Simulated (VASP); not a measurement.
# Au (P6_3/mmc) in VASP: notebook, part 2 of 2

VASP 6.6.1.

### Step 5. Single point, r2SCAN

This run uses another cell than the first one, of 17.06 Å³/atom, 0.923 times its volume.

Contents of POSCAR:

```
Au
1.0
    2.8608060062      0.0000000000      0.0000000000
   -1.4304030031      2.4775306767      0.0000000000
    0.0000000000      0.0000000000      4.8140459691
Au
2
Direct
    0.6666666667      0.3333333333      0.2500000000
    0.3333333333      0.6666666667      0.7500000000
```

Contents of INCAR.step1:

```
SYSTEM = Au
ALGO     = Normal         ! electronic algorithm
EDIFF    = 1E-4           ! SCF threshold, eV
ENCUT    = 520            ! plane-wave cutoff, eV
GGA      = PE             ! functional
ISMEAR   = -1             ! smearing method
LASPH    = .TRUE.         ! aspherical terms in the spheres
LCHARG   = .FALSE.        ! write CHGCAR
LREAL    = .FALSE.        ! projectors in reciprocal space
LWAVE    = .TRUE.         ! write WAVECAR
NBANDS   = 18             ! bands
NELM     = 100            ! most SCF steps
PREC     = Accurate       ! precision mode
SIGMA    = 0.05           ! smearing width, eV
```

Contents of INCAR.step2:

```
SYSTEM = Au
ALGO     = Normal         ! electronic algorithm
EDIFF    = 1E-6           ! SCF threshold, eV
ENCUT    = 520            ! plane-wave cutoff, eV
ISIF     = 2              ! what is computed and relaxed
ISMEAR   = -1             ! smearing method
ISTART   = 1            
LASPH    = .TRUE.         ! aspherical terms in the spheres
LCHARG   = .FALSE.        ! write CHGCAR
LMIXTAU  = .TRUE.       
LREAL    = .FALSE.        ! projectors in reciprocal space
LWAVE    = .FALSE.        ! write WAVECAR
METAGGA  = R2SCAN         ! meta-GGA
NBANDS   = 18             ! bands
NELM     = 100            ! most SCF steps
PREC     = Accurate       ! precision mode
SIGMA    = 0.05           ! smearing width, eV
```

Contents of KPOINTS:

```
k-points
0
G
  11 11 6
  0 0 0
```

Potentials or basis: VASP PAW PBE potentials, release 64 (Au).

On the command line:

```bash
> cat potpaw_PBE.64/Au/POTCAR > POTCAR
> cp INCAR.step1 INCAR
> mpirun -np 1 vasp_std > vasp.out
> cp INCAR.step2 INCAR
> mpirun -np 1 vasp_std > vasp.out
```

OUTCAR:

```text
SYSTEM = Au
   EDIFF = 1E-6
   ENCUT = 520
   ISIF = 2
   ISMEAR = -1
   ISTART = 1
   LASPH = .TRUE.
   LREAL = .FALSE.
   METAGGA = R2SCAN
   NELM = 100
   PREC = Accurate

 ion  position               nearest neighbor table
   1  0.667  0.333  0.250-   2 2.92   2 2.92   2 2.92   2 2.92   2 2.92   2 2.92
   2  0.333  0.667  0.750-   1 2.92   1 2.92   1 2.92   1 2.92   1 2.92   1 2.92

  LATTYP: Found a hexagonal cell.
 ALAT       =     2.8608060062
 C/A-ratio  =     1.6827586207

  Lattice vectors:

 A1 = (   2.8608060062,   0.0000000000,   0.0000000000)
 A2 = (  -1.4304030031,   2.4775306767,   0.0000000000)
 A3 = (   0.0000000000,   0.0000000000,   4.8140459691)

Analysis of symmetry for initial positions (statically):
=====================================================================
 Subroutine PRICEL returns:
 Original cell was already a primitive cell.

 Routine SETGRP: Setting up the symmetry group for a
 hexagonal supercell.

 Subroutine GETGRP returns: Found 24 space group operations
 (whereof 12 operations were pure point group operations)
 out of a pool of 24 trial point group operations.

The static configuration has the point symmetry D_3d.
 The point group associated with its full space group is D_6h.

Analysis of symmetry for dynamics (positions and initial velocities):
=====================================================================
 Subroutine PRICEL returns:
 Original cell was already a primitive cell.

 Routine SETGRP: Setting up the symmetry group for a
 hexagonal supercell.

 Subroutine GETGRP returns: Found 24 space group operations
 (whereof 12 operations were pure point group operations)
 out of a pool of 24 trial point group operations.

The dynamic configuration has the point symmetry D_3d.
 The point group associated with its full space group is D_6h.

 Subroutine INISYM returns: Found 24 space group operations
 (whereof 12 operations are pure point group operations),
 and found     1 'primitive' translations

[... 111 lines left out ...]
   IALGO  =     38    algorithm
   IMIX   =      4    mixing-type and parameters
     AMIX     =   0.40;   BMIX     =  1.00
     AMIX_MAG =   1.60;   BMIX_MAG =  1.00
  volume/ion in A,a.u.               =      17.06       115.13
  Fermi-wavevector in a.u.,A,eV,Ry     =   1.414305  2.672649 27.215182  2.000259
  Thomas-Fermi vector in A             =   2.535861
   LORBIT       =      0    0 simple, 1 ext, 2 COOP (PROOUT), +10 PAW based schemes
   METAGGA = R2SCAN    functional components
   LHFCALC =     F    Hartree Fock is set to
   AEXX    =    0.0000 exact exchange contribution
   IVDW    =     0    specifies the selected vdW correction
   LEPSILON=     F    determine dielectric tensor
   LRPA    =     F    only Hartree local field effects (RPA)
 non-spin polarized calculation
  energy-cutoff  :      520.00
  volume of cell :       34.12
 maximum number of plane-waves:       934
 NGX is ok and might be reduce to    24
   NGX = 11   NGY = 11   NGZ = 17

 number of electron      22.0000003 magnetization

 Free energy of the ion-electron system (eV)
  ---------------------------------------------------
  ext. energy  EPLUGINS =         0.00000000
  ---------------------------------------------------
  free energy    TOTEN  =      -101.16569245 eV

  energy without entropy =     -101.15749785  energy(sigma->0) =     -101.16159515

 E-fermi :   9.2926     XC(G=0): -13.6186

 val. band max:        9.2700480054   @ k =   0.1818   0.1818   0.3333
 cond. band min:       9.3152941786   @ k =   0.2727   0.1818   0.5000
 fundamental gap:      0.0452461733
 Fermi energy:         9.2926398623

 k-point     1 :       0.0000    0.0000    0.0000
  band No.  band energies     occupation
      1      -0.7745      2.00000
      2       1.6220      2.00000
      3       4.1651      2.00000
      4       4.4713      2.00000
      5       4.4713      2.00000
      6       4.7861      2.00000
[... 481 lines left out ...]
      5       4.2586      2.00000
      6       4.7314      2.00000
[... 10 lines left out ...]
     17      26.2257      0.00000
     18      27.6492      0.00000

 [... further k-points ...]

------------------------ aborting loop because EDIFF is reached ----------------------------------------

  FORCE on cell =-STRESS in cart. coord.  units (eV):
  Direction    XX          YY          ZZ          XY          YZ          ZX
  --------------------------------------------------------------------------------------
  -------------------------------------------------------------------------------------
  Total        1.2010654      1.2010654      0.9757826      0.0000000      0.0000000      0.0000000
  in kB       56.3974620     56.3974620     45.8190375      0.0000000      0.0000000      0.0000000
  external PRESSURE =      52.8713205 kB  Pullay stress =       0.0000000 kB

 VOLUME and BASIS-vectors are now :
 -----------------------------------------------------------------------------
  energy-cutoff  :      520.00
  volume of cell :       34.12
      direct lattice vectors                 reciprocal lattice vectors
     2.860806006  0.000000000  0.000000000     0.349551839  0.201813848  0.000000000
    -1.430403003  2.477530677  0.000000000     0.000000000  0.403627696  0.000000000
     0.000000000  0.000000000  4.814045969     0.000000000  0.000000000  0.207725478

 POSITION                                       TOTAL-FORCE (eV/Angst)
 -----------------------------------------------------------------------------------
      1.43040      0.82584      1.20351         0.000000     -0.000000      0.000000
     -0.00000      1.65169      3.61053        -0.000000      0.000000      0.000000
 -----------------------------------------------------------------------------------
    total drift:                               -0.000000      0.000000     -0.000000

  FREE ENERGIE OF THE ION-ELECTRON SYSTEM (eV)
  ---------------------------------------------------
  free  energy   TOTEN  =      -101.1656924508 eV

  energy  without entropy=     -101.1574978541  energy(sigma->0) =     -101.16159515
```

OUTCAR.step1:

```text
SYSTEM = Au
   EDIFF = 1E-4
   ENCUT = 520
   GGA = PE
   ISMEAR = -1
   LASPH = .TRUE.
   LREAL = .FALSE.
[... 727 lines left out ...]
      1.43040      0.82584      1.20351         0.000000     -0.000000      0.000000
     -0.00000      1.65169      3.61053        -0.000000      0.000000      0.000000
 -----------------------------------------------------------------------------------
    total drift:                               -0.000000      0.000000     -0.000000

  FREE ENERGIE OF THE ION-ELECTRON SYSTEM (eV)
  ---------------------------------------------------
  free  energy   TOTEN  =        -6.3884849949 eV

  energy  without entropy=       -6.3798624379  energy(sigma->0) =       -6.38417372
```

OSZICAR.step1:

```text
N       E                     dE             d eps       ncg     rms          rms(c)
DAV:   1     0.124402320458E+03    0.12440E+03   -0.11730E+04  2304   0.119E+03
DAV:   2    -0.474329557367E+01   -0.12915E+03   -0.12308E+03  2436   0.262E+02
DAV:   3    -0.691446494407E+01   -0.21712E+01   -0.21579E+01  2684   0.343E+01
DAV:   4    -0.692415878297E+01   -0.96938E-02   -0.96927E-02  2588   0.241E+00
DAV:   5    -0.692424411066E+01   -0.85328E-04   -0.85328E-04  2578   0.241E-01    0.132E+01
DAV:   6    -0.643023262749E+01    0.49401E+00   -0.89911E-01  2378   0.877E+00    0.841E+00
DAV:   7    -0.639323287518E+01    0.37000E-01   -0.11543E-01  2492   0.313E+00    0.328E+00
DAV:   8    -0.638851393854E+01    0.47189E-02   -0.11211E-02  2394   0.884E-01    0.374E-01
DAV:   9    -0.638848499491E+01    0.28944E-04   -0.43327E-05  1668   0.596E-02
   1 F= -.63884850E+01 E0= -.63841737E+01  d E =-.862256E-02
```

Run time: 3.4 min. Hardware: 1 thread of Intel Xeon 8259CL, shared host; peak memory 0.18 GiB.

What came out:

```yaml
Free_energy: -101.1657 eV
Pressure: 5.3 GPa
Band_gap_on_the_k_mesh: zero (band 11 reaches 13.27 eV, above the bottom of band 12 at 6.42 eV)
```

Levels at points of the mesh, in eV from the Fermi level:
```csv
k point,band 7,band 8,band 9,band 10,band 11,band 12,band 13,band 14,band 15,band 16
"(0.00, 0.00, 0.00)",-4.51,-3.79,-3.79,-2.40,-2.40,-0.99,2.73,15.47,16.51,17.65
"(0.00, 0.00, 0.50)",-4.86,-4.86,-2.87,-2.87,-2.87,-2.87,11.10,11.10,15.73,15.73
```

Caveat: the PAW data sets were made with another functional, which shifts forces and pressure a little; spin-orbit coupling is left out, which moves the levels of the heavy elements.

### Step 6. Overview

| level | potentials or basis | cell | gap on the mesh (eV) | pressure (GPa) |
| --- | --- | --- | --- | --- |
| LDA | VASP PAW LDA potentials, release 64 (Au) | a = 2.938, b = 2.938, c = 4.944 Å, angles 90.0, 90.0, 120.0°, 2 atoms | none | -14.8 |
| LDA | VASP PAW LDA potentials, release 64 (Au) | a = 2.957, b = 2.957, c = 4.976 Å, angles 90.0, 90.0, 120.0°, 2 atoms | none | -16.6 |
| r2SCAN | VASP PAW PBE potentials, release 64 (Au) | a = 2.841, b = 2.841, c = 4.780 Å, angles 90.0, 90.0, 120.0°, 2 atoms | none | 9.4 |
| r2SCAN | VASP PAW PBE potentials, release 64 (Au) | a = 2.861, b = 2.861, c = 4.814 Å, angles 90.0, 90.0, 120.0°, 2 atoms | none | 5.3 |

Alike in all rows: task single point; no spin polarisation; k mesh 11 × 11 × 6; cutoff (eV) 520; smearing fermi-dirac 0.05 eV.

Caveats: spin-orbit coupling is left out, which moves the levels of the heavy elements; the PAW data sets were made with another functional, which shifts forces and pressure a little (some runs).

Total energies depend on the potentials used, so only differences within one code and one set of settings carry meaning.
